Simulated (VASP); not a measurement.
Sheet: HfH4, a sheet with vacuum.

```
CELL_PARAMETERS angstrom
6.58632 0.00000 0.00000
0.00000 6.58632 0.00000
0.00000 0.00000 28.05924
ATOMIC_POSITIONS crystal
Hf 0.50000 0.50000 0.28511
H 0.27242 0.50000 0.32287
H 0.72758 0.50000 0.32287
H 0.50000 0.72758 0.24735
H 0.50000 0.27242 0.24735
```

Base run:

```yaml
Program: VASP 6.6.1
Functional: PBE
Potentials_or_basis: VASP PAW PBE potentials, release 64 (Hf_pv, H)
Cutoff: 520 eV
k_mesh: 4 × 4 × 1
Occupations: fermi-dirac, width 0.05 eV
Spin: no spin polarisation
```

Its results: band gap on the k mesh 3.88 eV, direct; largest force 0.015 eV/Å.

The run is repeated on the same cell with these changes: functional from PBE to PBEsol; further incar settings from ALGO = Normal; EDIFF = 1e-07; NBANDS = 15 to ALGO = Normal; EDIFF = 1e-06; NBANDS = 15. What comes out?

Band gap on the k mesh 3.75 eV, direct; largest force 0.065 eV/Å.

Caveats: spin-orbit coupling is left out, which moves the levels of the heavy elements; the PAW data sets were made with another functional, which shifts forces and pressure a little (some runs).

A k mesh can miss the band edges.
